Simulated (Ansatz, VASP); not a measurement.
Sb in VASP and in Ansatz

```
Sb
1.0
     2.15420    1.24373    3.75800
    -2.15420    1.24373    3.75800
     0.00000   -2.48746    3.75800
Sb
2
Direct
  0.76651 0.76651 0.76651
  0.23349 0.23349 0.23349
```

Alike in both runs: task single point; functional PBE; k mesh 8 × 8 × 8; occupations gaussian, width 0.027 eV; no spin polarisation.

|  | VASP | Ansatz |
| --- | --- | --- |
| version | VASP 6.6.1 | Ansatz 0.2.0 |
| potentials or method | VASP PAW PBE potentials, release 64 (Sb), cutoff 520 eV | all-electron LAPW, scalar-relativistic |

```csv
,VASP,Ansatz,Ansatz less VASP
gap on the k mesh at the Fermi level (eV),none,none,-
pressure (GPa),2.8,2.7,-0.07
"traceless stress, the component that is largest in VASP (GPa)",-0.50,-0.47,+0.025
rms of the force components (eV/Å),0.107,0.082,-0.0247
```

Atom by atom the forces differ by 0.025 eV/Å (rms over components). A gap of «none» marks a metal or a gap that the smearing closes. Ansatz ran all-electron here, and VASP with PAW potentials.

Neither program's run includes spin-orbit coupling.
